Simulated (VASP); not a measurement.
## Mn: relaxation of shape and atoms at fixed volume with PBE

Mn:

```
Mn
1.0
     3.25215    0.00000    0.00000
    -1.62608    2.81645    0.00000
     0.00000    0.00000    2.04745
Mn
3
Cartesian
  0.0000 0.0000 0.0000
  0.0000 1.8776 1.0237
  1.6261 0.9388 1.0237
```

This isn't the form of Mn at room conditions, which is a 58-atom cubic cell.

- Program: VASP 6.6.1
- Task: relaxation of shape and atoms at fixed volume
- Functional: PBE
- Potentials or basis: VASP PAW PBE potentials, release 64 (Mn_pv)
- Cutoff: 600 eV
- k mesh: 9 × 9 × 12
- Occupations: fermi-dirac, width 0.05 eV
- Spin: collinear spin, ferromagnetic start
- Starting moments: [3.0, 3.0, 3.0] μB
- Dipole correction: no
- Further INCAR settings: ALGO = Normal; EDIFF = 1e-07; IBRION = 2; EDIFFG = -0.005; NSW = 50; ISIF = 4

- Energy gained by relaxing: 13.8 meV/atom
- Ionic steps: 4
- Pressure after relaxing: 494.0 GPa
- Net moment: 0.00 μB per cell

Step by step:
| step | energy change (eV) | largest force (eV/Å) | pressure (GPa) | volume (Å³) |
| --- | --- | --- | --- | --- |
| 1 | 0.0000 | 0.0000 | 496.40 | 18.75 |
| 2 | 0.2464 | 0.0000 | 496.10 | 18.75 |
| 3 | -0.0413 | 0.0000 | 493.96 | 18.75 |
| 4 | -0.0413 | 0.0000 | 493.98 | 18.75 |

Final structure:
```xyz
3
Lattice="3.2780 0.0000 0.0000 -1.6390 2.8389 0.0000 0.0000 0.0000 2.0153" Properties=species:S:1:pos:R:3 pbc="T T T"
Mn    0.0000    0.0000    0.0000
Mn    0.0000    1.8926    1.0076
Mn    1.6390    0.9463    1.0076
```

Levels at points of the mesh, in eV from the Fermi level:
Spin up:
```tsv
k point	band 17	band 18	band 19	band 20	band 21	band 22
(0.00, 0.00, 0.00)	-2.84	-1.62	-1.62	-0.45	-0.45	-0.22
(0.00, 0.00, 0.50)	-1.90	-1.27	-1.27	2.62	2.62	3.41
```
Spin down:
```csv
k point,band 17,band 18,band 19,band 20,band 21,band 22
"(0.00, 0.00, 0.00)",-2.84,-1.62,-1.62,-0.45,-0.45,-0.22
"(0.00, 0.00, 0.50)",-1.90,-1.27,-1.27,2.62,2.62,3.41
```

Run time: 2.3 min on 1 thread of Intel(R) Xeon(R) 6975P-C (Granite Rapids) (shared host), peak memory 0.2 GiB.

Caveat: atoms lie so close that the PAW spheres overlap strongly, which falsifies energies and pressures; the moments typed at the start vanished in this run.
